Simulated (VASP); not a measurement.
# SnO2 (P6_3/mmc) in VASP: further runs

Runs on SnO2. Level: PBE+D3(BJ). Tasks: single point.

Everything below comes from runs of VASP 6.6.1. Logs are shortened: lines on timing, memory, paths and dates and some standing lists are left out, and cuts for length are marked.

## (1) The cell of the first run

The structure is hexagonal, space group P6_3/mmc (No. 194). Conventional cell: a = 3.254 Å, b = 3.254 Å, c = 10.263 Å, α = 90.00°, β = 90.00°, γ = 120.00°. Within 2.8 Å of Sn (site symmetry -3m) lie 6 O at 2.13 Å. Within 2.8 Å of O (site symmetry 3m) lie 3 Sn at 2.13 Å and 3 O at 2.76 Å.

## (2) Single point, PBE+D3(BJ) (15.69 Å³/atom)

Contents of INCAR:

```
SYSTEM = SnO2
PREC = Accurate
ENCUT = 520
EDIFF = 1E-6
ISMEAR = 0
SIGMA = 0.05
LREAL = .FALSE.
LASPH = .TRUE.
NELM = 100
ALGO = Normal
ISIF = 2
LWAVE = .FALSE.
LCHARG = .TRUE.
GGA = PE
IVDW = 12
LELF = .TRUE.
LVHAR = .TRUE.
NBANDS = 35
```

Contents of KPOINTS:

```
regular mesh
0
G
  12 12 4
  0 0 0
```

Contents of POSCAR:

```
SnO2
1.0
    3.2541153394      0.0000000000      0.0000000000
   -1.6270576697      2.8181465508      0.0000000000
    0.0000000000      0.0000000000     10.2634797805
Sn O
2 4
Direct
    0.0000000000      0.0000000000      0.5000000000
    0.0000000000      0.0000000000      0.0000000000
    0.6666666667      0.3333333333      0.4017901367
    0.6666666667      0.3333333333      0.0982098633
    0.3333333333      0.6666666667      0.5982098633
    0.3333333333      0.6666666667      0.9017901367
```

Potentials or basis: VASP PAW PBE potentials, release 64 (Sn_d, O).

Command:

```
$ cat potpaw_PBE.64/Sn_d/POTCAR potpaw_PBE.64/O/POTCAR > POTCAR
$ mpirun -np 1 vasp_std > vasp.out
```

OUTCAR:

```text
SYSTEM = SnO2
   PREC = Accurate
   ENCUT = 520
   EDIFF = 1E-6
   ISMEAR = 0
   LREAL = .FALSE.
   LASPH = .TRUE.
   NELM = 100
   ISIF = 2
   GGA = PE
   IVDW = 12
 IVDW          = 12

 ion  position               nearest neighbor table
   1  0.000  0.000  0.500-   3 2.13   5 2.13   3 2.13   5 2.13   3 2.13   5 2.13
   2  0.000  0.000  0.000-   4 2.13   6 2.13   4 2.13   6 2.13   4 2.13   6 2.13
   3  0.667  0.333  0.402-   1 2.13   1 2.13   1 2.13
   4  0.667  0.333  0.098-   2 2.13   2 2.13   2 2.13
   5  0.333  0.667  0.598-   1 2.13   1 2.13   1 2.13
   6  0.333  0.667  0.902-   2 2.13   2 2.13   2 2.13

  LATTYP: Found a hexagonal cell.
 ALAT       =     3.2541153394
 C/A-ratio  =     3.1540000000

  Lattice vectors:

 A1 = (   3.2541153394,   0.0000000000,   0.0000000000)
 A2 = (  -1.6270576697,   2.8181465508,   0.0000000000)
 A3 = (   0.0000000000,   0.0000000000,  10.2634797805)

Analysis of symmetry for initial positions (statically):
=====================================================================
 Subroutine PRICEL returns:
 Original cell was already a primitive cell.

 Routine SETGRP: Setting up the symmetry group for a
 hexagonal supercell.

 Subroutine GETGRP returns: Found 24 space group operations
 (whereof 12 operations were pure point group operations)
 out of a pool of 24 trial point group operations.

The static configuration has the point symmetry D_3d.
 The point group associated with its full space group is D_6h.

Analysis of symmetry for dynamics (positions and initial velocities):
=====================================================================
 Subroutine PRICEL returns:
 Original cell was already a primitive cell.

 Routine SETGRP: Setting up the symmetry group for a
 hexagonal supercell.

 Subroutine GETGRP returns: Found 24 space group operations
 (whereof 12 operations were pure point group operations)
 out of a pool of 24 trial point group operations.

The dynamic configuration has the point symmetry D_3d.
 The point group associated with its full space group is D_6h.

 Subroutine INISYM returns: Found 24 space group operations
 (whereof 12 operations are pure point group operations),
 and found     1 'primitive' translations

----------------------------------------------------------------------------------------

                                     Primitive cell

  volume of cell :      94.1220

  direct lattice vectors                    reciprocal lattice vectors
     3.254115339  0.000000000  0.000000000     0.307303182  0.177421575  0.000000000
    -1.627057670  2.818146551  0.000000000     0.000000000  0.354843150  0.000000000
     0.000000000  0.000000000 10.263479781     0.000000000  0.000000000  0.097432842

  length of vectors
     3.254115339  3.254115339 10.263479781     0.354843150  0.354843150  0.097432842

  position of ions in fractional coordinates (direct lattice)
     0.000000000  0.000000000  0.500000000
     0.000000000  0.000000000  0.000000000
     0.666666667  0.333333333  0.401790137
     0.666666667  0.333333333  0.098209863
     0.333333333  0.666666667  0.598209863
     0.333333333  0.666666667  0.901790137

  ion indices of the primitive-cell ions
   primitive index   ion index
                 1           1
                 2           2
                 3           3
                 4           4
                 5           5
                 6           6

----------------------------------------------------------------------------------------

 KPOINTS: regular mesh

Automatic generation of k-mesh.
 Grid dimensions read from file:
 generate k-points for:   12   12    4

 Generating k-lattice:

  Cartesian coordinates                     Fractional coordinates (reciprocal lattice)
     0.025608599  0.014785131  0.000000000     0.083333333 -0.000000000  0.000000000
     0.000000000  0.029570263  0.000000000     0.000000000  0.083333333  0.000000000
     0.000000000  0.000000000  0.024358210     0.000000000  0.000000000  0.250000000

  Length of vectors
     0.029570263  0.029570263  0.024358210

  Shift w.r.t. Gamma in fractional coordinates (k-lattice)
     0.000000000  0.000000000  0.000000000

 Subroutine IBZKPT returns following result:
 ===========================================

 Found     57 irreducible k-points:

 Following reciprocal coordinates:
            Coordinates               Weight
  0.000000  0.000000  0.000000      1.000000
  0.083333  0.000000  0.000000      6.000000
  0.166667  0.000000  0.000000      6.000000
  0.250000 -0.000000  0.000000      6.000000
  0.333333  0.000000  0.000000      6.000000
  0.416667  0.000000  0.000000      6.000000
[... 16 lines left out ...]
  0.250000 -0.000000  0.250000     12.000000
  0.333333  0.000000  0.250000     12.000000
 [... further k-points ...]
   k-points           NKPTS =     57   k-points in BZ     NKDIM =     57   number of bands    NBANDS=     35
   number of dos      NEDOS =    301   number of ions     NIONS =      6
   total plane-waves  NPLWV =  46080
   dimension x,y,z NGX =    24 NGY =   24 NGZ =   80
   dimension x,y,z NGXF=    48 NGYF=   48 NGZF=  160
   ions per type =               2   4
   NGX,Y,Z   is equivalent  to a cutoff of  12.26, 12.26, 12.96 a.u.
   NGXF,Y,Z  is equivalent  to a cutoff of  24.52, 24.52, 25.92 a.u.
 SYSTEM =  SnO2
   PREC   = accura    normal or accurate (medium, high low for compatibility)
   ISTART =      0    job   : 0-new  1-cont  2-samecut
   ICHARG =      2    charge: 1-file 2-atom 10-const
   ISPIN  =      1    spin polarized calculation?
   LNONCOLLINEAR =      F non collinear calculations
   LSORBIT =      F    spin-orbit coupling
   LASPH  =      T    aspherical Exc in radial PAW
   ENCUT  =  520.0 eV  38.22 Ry    6.18 a.u.   6.05  6.05 19.08*2*pi/ulx,y,z
   NELM   =    100;   NELMIN=  2; NELMDL= -5     # of ELM steps
   EDIFF  = 0.1E-05   stopping-criterion for ELM
   LREAL  =      F    real-space projection
   EDIFFG = 0.1E-04   stopping-criterion for IOM
   NSW    =      0    number of steps for IOM
   IBRION =     -1    ionic relax: 0-MD 1-quasi-New 2-CG
   NFREE  =      0    steps in history (QN), initial steepest desc. (CG)
   ISIF   =      2    stress and relaxation
   ISYM   =      2    0-nonsym 1-usesym 2-fastsym
   POTIM  = 0.5000    time-step for ionic-motion
   TEBEG  =    0.0;   TEEND  =   0.0 temperature during run
   PSTRESS=    0.0 pullay stress
   NELECT =      52.0000    total number of electrons
   NUPDOWN=      -1.0000    fix difference up-down
   EMIN   =  10.00;   EMAX   =-10.00  energy-range for DOS
   EFERMI =   0.00;   METHOD = LEGACY
   ISMEAR =     0;   SIGMA  =   0.05  broadening in eV -4-tet -1-fermi 0-gaus
   EFERMI_NEDOS =   21; number of points for ismear=-14 and -15
   IALGO  =     38    algorithm
   IMIX   =      4    mixing-type and parameters
     AMIX     =   0.40;   BMIX     =  1.00
     AMIX_MAG =   1.60;   BMIX_MAG =  1.00
  volume/ion in A,a.u.               =      15.69       105.86
  Fermi-wavevector in a.u.,A,eV,Ry     =   1.343318  2.538503 24.551764  1.804504
  Thomas-Fermi vector in A             =   2.471402
   LORBIT       =      0    0 simple, 1 ext, 2 COOP (PROOUT), +10 PAW based schemes
   GGA     = PE    functional components
   LHFCALC =     F    Hartree Fock is set to
   AEXX    =    0.0000 exact exchange contribution
   IVDW    =    12    specifies the selected vdW correction
   LEPSILON=     F    determine dielectric tensor
   LRPA    =     F    only Hartree local field effects (RPA)
 non-spin polarized calculation
 Gauss-broadening in eV      SIGMA  =   0.05
  energy-cutoff  :      520.00
  volume of cell :       94.12
 maximum number of plane-waves:      2580
   NGX = 13   NGY = 13   NGZ = 39

 number of electron      52.0000020 magnetization

 Free energy of the ion-electron system (eV)
  ---------------------------------------------------
  ext. energy  EPLUGINS =         0.00000000
  ---------------------------------------------------
  free energy    TOTEN  =       -36.29942789 eV

  energy without entropy =      -36.29942789  energy(sigma->0) =      -36.29942789

 E-fermi :   2.9429     XC(G=0):  -9.4491

 val. band max:        2.6248732413   @ k =   0.2500   0.2500   0.0000
 cond. band min:       4.4119882199   @ k =   0.0000   0.0000   0.0000
 fundamental gap:      1.7871149786
 Fermi energy:         2.9428664387

 k-point     1 :       0.0000    0.0000    0.0000
  band No.  band energies     occupation
      1     -17.5337      2.00000
      2     -17.5325      2.00000
      3     -17.3215      2.00000
      4     -17.3215      2.00000
      5     -17.3214      2.00000
      6     -17.3214      2.00000
[... 27 lines left out ...]
     34      13.4674      0.00000
     35      13.4876      0.00000

 k-point     2 :       0.0833    0.0000    0.0000
  band No.  band energies     occupation
      1     -17.5105      2.00000
      2     -17.5094      2.00000
      3     -17.3727      2.00000
      4     -17.3720      2.00000
      5     -17.3085      2.00000
      6     -17.3084      2.00000
[... 27 lines left out ...]
     34      13.5613      0.00000
     35      13.6454      0.00000

 k-point     3 :       0.1667    0.0000    0.0000
  band No.  band energies     occupation
      1     -17.5473      2.00000
      2     -17.5451      2.00000
      3     -17.4160      2.00000
      4     -17.4149      2.00000
      5     -17.2778      2.00000
      6     -17.2777      2.00000
[... 27 lines left out ...]
     34      13.8930      0.00000
     35      13.9322      0.00000
[... 723 lines left out ...]
 k-point    23 :       0.2500   -0.0000    0.2500
  band No.  band energies     occupation
      1     -17.7286      2.00000
      2     -17.7260      2.00000
      3     -17.3423      2.00000
      4     -17.3417      2.00000
      5     -17.2534      2.00000
      6     -17.2533      2.00000
[... 27 lines left out ...]
     34      14.2041      0.00000
     35      14.4360      0.00000

 k-point    24 :       0.3333    0.0000    0.2500
  band No.  band energies     occupation
      1     -17.8992      2.00000
      2     -17.8960      2.00000
      3     -17.2990      2.00000
      4     -17.2985      2.00000
      5     -17.2481      2.00000
      6     -17.2480      2.00000
[... 27 lines left out ...]
     34      14.5065      0.00000
     35      14.7929      0.00000

 [... further k-points ...]

------------------------ aborting loop because EDIFF is reached ----------------------------------------

 Edisp (eV)   -0.96776

 E8    (eV) :    -0.3789

  FORCE on cell =-STRESS in cart. coord.  units (eV):
  Direction    XX          YY          ZZ          XY          YZ          ZX
  --------------------------------------------------------------------------------------
  -------------------------------------------------------------------------------------
  Total      -2.47419    -2.47419    -0.45443    -0.00000     0.00000     0.00000
  in kB     -42.11660   -42.11660    -7.73550    -0.00000     0.00000     0.00000
  external pressure =      -30.66 kB  Pullay stress =        0.00 kB

 VOLUME and BASIS-vectors are now :
 -----------------------------------------------------------------------------
  energy-cutoff  :      520.00
  volume of cell :       94.12
      direct lattice vectors                 reciprocal lattice vectors
     3.254115339  0.000000000  0.000000000     0.307303182  0.177421575  0.000000000
    -1.627057670  2.818146551  0.000000000     0.000000000  0.354843150  0.000000000
     0.000000000  0.000000000 10.263479781     0.000000000  0.000000000  0.097432842

 POSITION                                       TOTAL-FORCE (eV/Angst)
 -----------------------------------------------------------------------------------
      0.00000      0.00000      5.13174         0.000000      0.000000      0.000000
      0.00000      0.00000      0.00000         0.000000      0.000000      0.000000
      1.62706      0.93938      4.12376         0.000000      0.000000      0.117494
      1.62706      0.93938      1.00797         0.000000      0.000000     -0.117494
     -0.00000      1.87876      6.13971        -0.000000     -0.000000     -0.117494
     -0.00000      1.87876      9.25550        -0.000000     -0.000000      0.117494
 -----------------------------------------------------------------------------------
    total drift:                               -0.000000      0.000000      0.000000

  FREE ENERGIE OF THE ION-ELECTRON SYSTEM (eV)
  ---------------------------------------------------
  free  energy   TOTEN  =       -37.2671904365 eV

  energy  without entropy=      -37.2671904365  energy(sigma->0) =      -37.26719044
```

Wall time 77 s (1 thread of Intel Xeon 6975P-C (Granite Rapids), shared host); peak memory 0.3 GiB.

Results:

```yaml
Free_energy: -37.2672 eV
Pressure: -3.1 GPa
Largest_force: 0.117 eV/Å
Band_gap_on_the_k_mesh: 1.79 eV (least direct gap 2.13 eV)
Dispersion_energy_per_atom: -0.161 eV
```

Forces on the atoms (eV/Å):
```
Sn   0.000  0.000  0.000
Sn   0.000  0.000  0.000
O    0.000  0.000  0.117
O    0.000  0.000 -0.117
O    0.000  0.000 -0.117
O    0.000  0.000  0.117
```

Stress tensor (GPa, compression positive):
```
-4.21  0.00  0.00
 0.00 -4.21  0.00
 0.00  0.00 -0.77
```

Caveat: the cell stands under tension; spin-orbit coupling is left out, which moves the levels of the heavy elements. A k mesh can miss the band edges.

## (3) Single point, PBE+D3(BJ) (15.69 Å³/atom)

Contents of INCAR:

```
SYSTEM = SnO2
PREC = Accurate
ENCUT = 520
EDIFF = 1E-6
ISMEAR = 0
SIGMA = 0.05
LREAL = .False.
LASPH = .True.
NELM = 80
ALGO = Normal
ISIF = 2
LWAVE = .False.
LCHARG = .True.
GGA = PE
IVDW = 12
LELF = .True.
LVHAR = .True.
NBANDS = 35
```

Contents of KPOINTS:

```
regular mesh
0
Gamma
  12 12 4
  0 0 0
```

POSCAR: that of step 2 with these lines changed.

```diff
@@ -2,5 +2,5 @@
 1.0
-    3.2541153394      0.0000000000      0.0000000000
-   -1.6270576697      2.8181465508      0.0000000000
-    0.0000000000      0.0000000000     10.2634797805
+    3.2109229000      0.0000000000      0.0000000000
+   -1.6054614500      2.7807408010      0.0000000000
+    0.0000000000      0.0000000000     10.5414598806
 Sn O
```

Potentials or basis: VASP PAW PBE potentials, release 64 (Sn_d, O).

Command:

```
$ cat potpaw_PBE.64/Sn_d/POTCAR potpaw_PBE.64/O/POTCAR > POTCAR
$ mpirun -np 1 vasp_std > vasp.out
```

It took 84 s on 1 thread of Intel Xeon 6975P-C (Granite Rapids), shared host; peak memory 0.3 GiB.

It converged, with:

* Free energy: -37.2838 eV
* Pressure: -1.0 GPa
* Largest force: 0.203 eV/Å
* Band gap on the k mesh: 2.09 eV (least direct gap 2.43 eV)
* Dispersion energy per atom: -0.161 eV

Forces in eV/Å, atoms in the order of the input:
```
Sn   0.000  0.000  0.000
Sn   0.000  0.000  0.000
O    0.000  0.000  0.203
O    0.000  0.000 -0.203
O    0.000  0.000 -0.203
O    0.000  0.000  0.203
```

Stress tensor (GPa, compression positive):
```
-0.55  0.00  0.00
 0.00 -0.55  0.00
 0.00  0.00 -1.91
```

Levels at points of the mesh, in eV from the valence-band top:
| k point | band 23 | band 24 | band 25 | band 26 | band 27 | band 28 | band 29 | band 30 |
| --- | --- | --- | --- | --- | --- | --- | --- | --- |
| (0.00, 0.00, 0.00) | -0.87 | -0.84 | -0.84 | -0.34 | 2.09 | 2.91 | 5.40 | 5.80 |
| (0.50, 0.00, 0.00) | -0.59 | -0.55 | -0.54 | -0.07 | 5.08 | 5.25 | 6.89 | 7.54 |
| (0.00, 0.00, 0.50) | -0.85 | -0.85 | -0.74 | -0.74 | 2.52 | 2.52 | 5.61 | 5.61 |
| (0.50, 0.00, 0.50) | -0.57 | -0.57 | -0.28 | -0.28 | 5.16 | 5.16 | 7.20 | 7.20 |

Caveat: spin-orbit coupling is left out, which moves the levels of the heavy elements. A k mesh can miss the band edges.

## (4) Single point, PBE+D3(BJ) (15.69 Å³/atom)

Contents of INCAR:

```
PREC = Accurate
ENCUT = 520
EDIFF = 1E-7
ISMEAR = 0
SIGMA = 0.05
LREAL = F
LASPH = T
NELM = 100
ALGO = Normal
ISIF = 2
LWAVE = F
LCHARG = F
GGA = PE
IVDW = 12
NBANDS = 35
```

Contents of KPOINTS:

```
regular mesh
0
Gamma
  12 12 4
```

POSCAR: that of step 3 with these lines changed.

```diff
@@ -2,5 +2,5 @@
 1.0
-    3.2109229000      0.0000000000      0.0000000000
-   -1.6054614500      2.7807408010      0.0000000000
-    0.0000000000      0.0000000000     10.5414598806
+    3.1682963928      0.0000000000      0.0000000000
+   -1.5841481964      2.7438251629      0.0000000000
+    0.0000000000      0.0000000000     10.8270192631
 Sn O
```

Command:

```
$ cat potpaw_PBE.64/Sn_d/POTCAR potpaw_PBE.64/O/POTCAR > POTCAR
$ mpirun -np 1 vasp_std > vasp.out
```

Wall time 71 s (1 thread of Intel Xeon 6975P-C (Granite Rapids), shared host); peak memory 0.3 GiB.

The run converged. Its results:

| Property | Result |
| --- | --- |
| Free energy | -37.2235 eV |
| Pressure | 1.1 GPa |
| Largest force | 0.312 eV/Å |
| Band gap on the k mesh | 2.37 eV (least direct gap 2.72 eV) |
| Dispersion energy per atom | -0.161 eV |

Forces on the atoms (eV/Å):
```
Sn   0.000  0.000  0.000
Sn   0.000  0.000  0.000
O    0.000  0.000  0.312
O    0.000  0.000 -0.312
O    0.000  0.000 -0.312
O    0.000  0.000  0.312
```

Stress tensor (GPa, compression positive):
```
 3.23  0.00  0.00
 0.00  3.23  0.00
 0.00  0.00 -3.13
```

Levels at points of the mesh, in eV from the valence-band top:
```tsv
k point	band 22	band 23	band 24	band 25	band 26	band 27	band 28	band 29	band 30	band 31
(0.00, 0.00, 0.00)	-0.70	-0.70	-0.68	-0.68	-0.35	2.37	3.11	5.62	5.95	10.51
(0.50, 0.00, 0.00)	-1.28	-0.50	-0.46	-0.46	-0.06	5.29	5.44	7.03	7.57	10.38
(0.00, 0.00, 0.50)	-0.70	-0.69	-0.69	-0.69	-0.69	2.75	2.75	5.79	5.79	10.56
(0.50, 0.00, 0.50)	-1.45	-0.48	-0.48	-0.24	-0.24	5.37	5.37	7.29	7.29	10.54
```

Caveat: spin-orbit coupling is left out, which moves the levels of the heavy elements.

## (5) Overview

```csv
cell,gap on the mesh (eV),pressure (GPa),largest force (eV/Å)
"a = 3.254, b = 3.254, c = 10.263 Å, angles 90.0, 90.0, 120.0°, 6 atoms",1.79,-3.1,0.12
"a = 3.211, b = 3.211, c = 10.541 Å, angles 90.0, 90.0, 120.0°, 6 atoms",2.09,-1.0,0.20
"a = 3.168, b = 3.168, c = 10.827 Å, angles 90.0, 90.0, 120.0°, 6 atoms",2.37,1.1,0.31
```

Alike in all rows: task single point; level PBE+D3(BJ); potentials or basis VASP PAW PBE potentials, release 64 (Sn_d, O); no spin polarisation; k mesh 12 × 12 × 4; cutoff (eV) 520; smearing gaussian 0.05 eV.

Caveats: spin-orbit coupling is left out, which moves the levels of the heavy elements; the cell stands under tension (at least some runs).

Total energies depend on the potentials used, so only differences within one code and one set of settings carry meaning.
